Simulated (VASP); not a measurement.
Al16HO: single point with PBE

The system is Al16HO, a slab with vacuum.

```xyz
18
Lattice="5.7276 0.0000 0.0000 2.8638 4.9602 0.0000 0.0000 0.0000 18.0148" Properties=species:S:1:pos:R:3 pbc="T T T"
Al    0.0000    0.0000    1.0000
Al    2.8638    0.0000    1.0000
Al    1.4319    2.4801    1.0000
Al    4.2957    2.4801    1.0000
Al    9.0451    6.5551    5.2058
Al    5.0001    2.5708   14.5016
Al   10.9530    5.4907    5.3049
Al    8.0722    0.6986   16.3008
Al    3.0635    8.5969    5.8881
Al    1.0295    3.5758    3.2320
Al    8.4144    3.0420    4.6263
Al    9.7248    5.8620   13.1515
Al    1.1781    6.1880   18.0169
Al   -1.4001   -6.7570   16.5463
Al    2.8520    3.4672   14.0868
Al    2.5535    6.3380   16.4972
O     1.1837    3.0135    5.3339
H  -747.5642  -18.5278 2565.3783
```

* Program: VASP 6.6.1
* Task: single point
* Functional: PBE
* Potentials or basis: VASP PAW PBE potentials, release 64 (Al, O, H)
* Cutoff: 520 eV
* k mesh: 2 × 2 × 1
* Occupations: fermi-dirac, width 0.15 eV
* Spin: no spin polarisation

```yaml
Largest_force: 34.840 eV/Å
Band_gap_on_the_k_mesh: zero (an odd number of electrons rules out a gap without spin polarisation)
```

Forces in eV/Å, atoms in the order of the input:
```
Al    1.820  -1.069   0.665
Al   -5.496  -5.323   4.126
Al    0.227  -0.811  -0.705
Al    3.987  19.063  15.386
Al   -6.305  -7.737  -1.731
Al    2.576  -0.573  -4.362
Al    1.679   3.243  -0.616
Al   -0.654   0.074  -0.811
Al  -26.246  14.515  17.728
Al   -2.643   1.973  -2.839
Al    7.679  -0.889  -0.310
Al    0.020   0.297   1.075
Al   -3.981 -13.516 -14.576
Al   -3.999   6.135   2.449
Al   -2.010   0.457  -0.260
Al    7.648  -5.200  -3.133
O    26.090 -10.169 -10.580
H    -0.392  -0.470  -1.505
```

Levels at points of the mesh, in eV from the Fermi level:
| k point | band 24 | band 25 | band 26 | band 27 | band 28 | band 29 | band 30 | band 31 |
| --- | --- | --- | --- | --- | --- | --- | --- | --- |
| (0.00, 0.00, 0.00) | -1.25 | -1.16 | -0.71 | -0.53 | -0.35 | -0.09 | 0.04 | 0.31 |
| (0.50, 0.00, 0.00) | -0.70 | -0.41 | -0.26 | -0.22 | 0.29 | 0.49 | 0.74 | 0.88 |
| (0.50, 0.50, 0.00) | -0.74 | -0.48 | -0.24 | -0.08 | 0.11 | 0.25 | 0.38 | 1.05 |
| (0.00, 0.50, 0.00) | -0.64 | -0.41 | -0.20 | -0.10 | -0.02 | 0.32 | 0.47 | 0.62 |

Run time: 4.9 min on 1 thread of Intel(R) Xeon(R) Platinum 8259CL CPU @ 2.50GHz (Skylake/Cascade Lake), on a shared host, peak memory 0.63 GiB.

Caveat: the k points lie up to 0.63 Å⁻¹ apart, too coarse for converged energies and pressures of a metal; atoms lie so close that the PAW spheres overlap strongly, which falsifies energies and pressures; there is no dipole correction, which matters where the two faces differ.
